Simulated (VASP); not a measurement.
Write the native input for VASP 6.6.1 that does the following.

```yaml
Task: single point
Functional: r2SCAN
Potentials_or_basis: VASP PAW PBE potentials, release 64 (Al)
Cutoff: 520 eV
k_mesh: 20 × 20 × 20
Occupations: gaussian, width 0.15 eV
Spin: no spin polarisation
Dipole_correction: no
Further_INCAR_settings: ALGO = Normal; EDIFF = 1e-06; NBANDS = 8
```

The system is Al.

```
Al
1.0
     0.00000    1.86206    2.02398
     1.86206    0.00000    2.02398
     1.86206    1.86206    0.00000
Al
1
Direct
  0.00000 0.00000 0.00000
```

This cell differs from its parent crystal: strain -0.080 along x and y, +0.000 along z.

These files were run (other wordings do the same):

POSCAR

```
Al
1.0
    0.0000000000      1.8620616000      2.0239800000
    1.8620616000      0.0000000000      2.0239800000
    1.8620616000      1.8620616000      0.0000000000
Al
1
Direct
    0.0000000000      0.0000000000      0.0000000000
```

INCAR.step1

```
SYSTEM = Al
ALGO = Normal ; EDIFF = 1E-4
ENCUT = 520 ; GGA = PE
ISMEAR = 0 ; LASPH = .True.
LCHARG = .False. ; LREAL = .False.
LWAVE = .True. ; NBANDS = 8
NELM = 80 ; PREC = Accurate
SIGMA = 0.15
```

INCAR.step2

```
SYSTEM = Al
ALGO = Normal ; EDIFF = 1E-6
ENCUT = 520 ; ISIF = 2
ISMEAR = 0 ; ISTART = 1
LASPH = .True. ; LCHARG = .True.
LELF = .True. ; LMIXTAU = .True.
LREAL = .False. ; LVHAR = .True.
LWAVE = .False. ; METAGGA = R2SCAN
NBANDS = 8 ; NELM = 80
PREC = Accurate ; SIGMA = 0.15
```

KPOINTS

```
k-points
0
Gamma
  20 20 20
  0 0 0
```

Potentials or basis: VASP PAW PBE potentials, release 64 (Al).

Command:

```sh
$ cat potpaw_PBE.64/Al/POTCAR > POTCAR
$ cp INCAR.step1 INCAR
$ mpirun -np 1 vasp_std > vasp.out
$ cp INCAR.step2 INCAR
$ mpirun -np 1 vasp_std > vasp.out
```

Results of the run:

```json
{"Pressure": "15.6 GPa"}
```

Caveat: the cell differs from its parent crystal (strain -0.080 along x and y, +0.000 along z); the PAW data sets were made with another functional, which shifts forces and pressure a little.

Wall time 3.1 min on 1 thread of AMD EPYC 7R13 Processor (Zen 3), with other jobs on the host, peak memory 0.14 GiB.
